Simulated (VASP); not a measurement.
Set up this calculation in VASP 6.6.1, as the native input.

```yaml
Task: relaxation of cell and atoms
Functional: PBE
Potentials_or_basis: VASP PAW PBE potentials, release 64 (Ba_sv, Ti_sv, O)
Cutoff: 600 eV
k_mesh: 8 × 8 × 8
Occupations: gaussian, width 0.02 eV
Spin: no spin polarisation
Dipole_correction: no
Further_INCAR_settings: ALGO = Normal; EDIFF = 1e-07; IBRION = 2; EDIFFG = -0.002; NSW = 100; ISIF = 3
```

The structure of BaTiO3 lies in POSCAR:

```
BaTiO3
1.0
    3.9833338700      0.0000000000      0.0000000000
    0.0000000000      2.8625951100      2.8753395300
    0.0000000000     -2.8625951100      2.8753395300
Ba Ti O
1 1 3
Direct
    0.0000000000      0.0034138500      0.0034138500
    0.5000000000      0.5034138500      0.5034138500
    0.5000000000      1.0034138500      0.5034138500
    0.5000000000      0.5034138500      1.0034138500
    0.0000000000      0.5034138500      0.5034138500
```

These files were run (other wordings do the same):

INCAR

```
SYSTEM = BaTiO3
PREC     = Accurate       ! precision mode
ENCUT    = 600            ! plane-wave cutoff, eV
EDIFF    = 1E-7           ! SCF threshold, eV
ISMEAR   = 0              ! smearing method
SIGMA    = 0.02           ! smearing width, eV
LREAL    = .False.        ! projectors in reciprocal space
LASPH    = .True.         ! aspherical terms in the spheres
NELM     = 120            ! most SCF steps
ALGO     = Normal         ! electronic algorithm
ISIF     = 3              ! what is computed and relaxed
LWAVE    = .False.        ! write WAVECAR
LCHARG   = .False.        ! write CHGCAR
GGA      = PE             ! functional
IBRION   = 2              ! ionic algorithm
NSW      = 100            ! ionic steps
EDIFFG   = -0.002         ! ionic threshold
GGA_COMPAT= .False.      
NELMIN   = 4
```

KPOINTS

```
Automatic mesh
0
Gamma
  8 8 8
  0 0 0
```

Potentials or basis: VASP PAW PBE potentials, release 64 (Ba_sv, Ti_sv, O).

The run is started by

```sh
$ cat potpaw_PBE.64/Ba_sv/POTCAR potpaw_PBE.64/Ti_sv/POTCAR potpaw_PBE.64/O/POTCAR > POTCAR
$ mpirun -np 1 vasp_std > vasp.out
```

It gave:

```yaml
Relaxed_volume: 13.11 Å³/atom
Relaxed_cell: a = 4.032 Å, b = 4.032 Å, c = 4.032 Å, α = 90.00°, β = 90.00°, γ = 90.00°
Space_group_after_relaxing_to_0.1_Å: Pm-3m (No. 221)
Energy_gained_by_relaxing: 1.8 meV/atom
Ionic_steps: 8
Pressure_after_relaxing: 0.0 GPa
Band_gap_on_the_k_mesh: 1.70 eV (least direct gap 1.87 eV)
```

Caveat: spin-orbit coupling is left out, which moves the levels of the heavy elements.

Wall time 14 min on 1 thread of Oxide Virtual Turin-like Processor, with other jobs on the host, peak memory 0.32 GiB.
